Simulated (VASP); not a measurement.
A run of VASP 6.6.1:

File INCAR:

```
PREC = Accurate
ENCUT = 520
EDIFF = 1E-6
ISMEAR = 0
SIGMA = 0.02
LREAL = F
LASPH = T
NELM = 60
ALGO = Normal
ISIF = 2
LWAVE = F
LCHARG = F
LDIPOL = T
IDIPOL = 3
DIPOL = 0.5 0.5 0.291
GGA = PE
NBANDS = 28
```

Contents of KPOINTS:

```
regular mesh
0
Gamma
  6 6 1
```

File POSCAR:

```
PbS
1.0
    4.2471600199      0.0000000000      0.0000000000
    0.0000000000      4.2471600199      0.0000000000
    0.0000000000      0.0000000000     30.9134034400
Pb S
2 2
Direct
    0.0000000000      0.5000000000      0.2454810444
    0.5000000000      0.0000000000      0.3367906565
    0.0000000000      0.5000000000      0.3322746679
    0.5000000000      0.0000000000      0.2499970329
```

Potentials or basis: VASP PAW PBE potentials, release 64 (Pb_d, S).

The run is started by

```bash
$ cat potpaw_PBE.64/Pb_d/POTCAR potpaw_PBE.64/S/POTCAR > POTCAR
$ mpirun -np 1 vasp_std > vasp.out
```

Hardware: 1 thread of Intel(R) Xeon(R) 6975P-C (Granite Rapids), on a shared host.

How long does it take, and how much memory?

Run time: 3 min on 1 thread of Intel(R) Xeon(R) 6975P-C (Granite Rapids), with other jobs on the host, peak memory 0.6 GiB. Counts: scf iterations 24, k points 10.
